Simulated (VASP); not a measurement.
Si17C16 (a cell with a defect), 33 atoms in the cell. The cell holds a defect, 33 atoms: a = 6.184 Å, b = 6.184 Å, c = 10.149 Å, α = 90.00°, β = 90.00°, γ = 120.00°. 

```yaml
Program: VASP 6.6.1
Task: single point
Functional: PBE
Potentials_or_basis: VASP PAW PBE potentials, release 64 (Si, C)
Cutoff: 520 eV
k_mesh: 2 × 2 × 2
Occupations: gaussian, width 0.02 eV
Spin: no spin polarisation
Dipole_correction: no
Further_INCAR_settings: LREAL = Auto; ALGO = Normal; EDIFF = 1e-06; NBANDS = 88
```

Potentials or basis: VASP PAW PBE potentials, release 64 (Si, C).

The run is started by

```bash
$ cat potpaw_PBE.64/Si/POTCAR potpaw_PBE.64/C/POTCAR > POTCAR
$ mpirun -np 1 vasp_std > vasp.out
```

Hardware: 1 thread of AMD EPYC 7R43 64-Core Processor (Zen 3), on a shared host.

Problem. Estimate the wall time of this run.

Solution. It took 5.7 min on 1 thread of AMD EPYC 7R43 64-Core Processor (Zen 3), with other jobs on the host, peak memory 0.44 GiB. Counts: scf iterations 16, k points 8.
